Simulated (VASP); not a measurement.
Input of a VASP 6.6.1 run:

File INCAR:

```
SYSTEM = NbH
ALGO = Normal
EDIFF = 1E-6
ENCUT = 520
ISIF = 2
ISMEAR = 1
LASPH = .TRUE.
LCHARG = .FALSE.
LREAL = .FALSE.
LWAVE = .FALSE.
NBANDS = 14
NELM = 100
PREC = Accurate
SIGMA = 0.1
```

The input KPOINTS:

```
k-points
0
G
  13 13 13
  0 0 0
```

The input POSCAR:

```
NbH
1.0
   -1.5741596116      1.5741596116      1.9437936951
    1.5741596116     -1.5741596116      1.9437936951
    1.5741596116      1.5741596116     -1.9437936951
Nb H
1 1
Direct
    0.0000000000      0.0000000000      0.0000000000
    0.5000000000      0.5000000000      0.0000000000
```

Potentials or basis: VASP PAW LDA potentials, release 64 (Nb_sv, H).

The run is started by

```console
$ cat potpaw_LDA.64/Nb_sv/POTCAR potpaw_LDA.64/H/POTCAR > POTCAR
$ mpirun -np 1 vasp_std > vasp.out
```

Question: What does it give for the pressure?

Answer: 0.6 GPa.

Question: Predict the band gap on the k mesh.

Answer: Zero (band 7 reaches 15.52 eV, above the bottom of band 8 at 11.16 eV).

Stress tensor (GPa, compression positive):
```
0.58 0.00 0.00
0.00 0.58 0.00
0.00 0.00 0.50
```
